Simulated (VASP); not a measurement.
Set up this calculation in VASP 6.6.1, as the native input.

- Task: single point
- Functional: PBEsol
- Potentials or basis: VASP PAW PBE potentials, release 64 (Se)
- Cutoff: 520 eV
- k mesh: 8 × 8 × 8
- Occupations: fermi-dirac, width 0.05 eV
- Spin: no spin polarisation
- Dipole correction: no
- Further INCAR settings: ALGO = Normal; EDIFF = 1e-06; NBANDS = 16

The structure of Se lies in POSCAR:

```
Se
1.0
    4.0376719903      0.0000000000      0.0000000000
   -2.0188359952      3.4967265158      0.0000000000
    0.0000000000      0.0000000000      5.1227042719
Se
3
Direct
    0.2487243637      0.0000000000      0.3333333333
    0.0000000000      0.2487243637      0.6666666667
    0.7512756363      0.7512756363      0.0000000000
```

These files were run (other wordings do the same):

INCAR

```
SYSTEM = Se
PREC = Accurate ; ENCUT = 520
EDIFF = 1E-6 ; ISMEAR = -1
SIGMA = 0.05 ; LREAL = .False.
LASPH = .True. ; NELM = 100
ALGO = Normal ; ISIF = 2
LWAVE = .False. ; LCHARG = .False.
GGA = PS ; NBANDS = 16
```

KPOINTS

```
Automatic mesh
0
Gamma
  8 8 8
  0 0 0
```

Potentials or basis: VASP PAW PBE potentials, release 64 (Se).

Run with:

```console
$ cat potpaw_PBE.64/Se/POTCAR > POTCAR
$ mpirun -np 1 vasp_std > vasp.out
```

It gave:

* Pressure: 0.2 GPa
* Largest force: 0.031 eV/Å
* Band gap on the k mesh: 0.71 eV

Caveat: semilocal functionals underestimate gaps, and a narrow one can read as zero; the PAW data sets were made with another functional, which shifts forces and pressure a little.

It took 25 s on 1 thread of Oxide Virtual Turin-like Processor (shared host), peak memory 0.18 GiB.
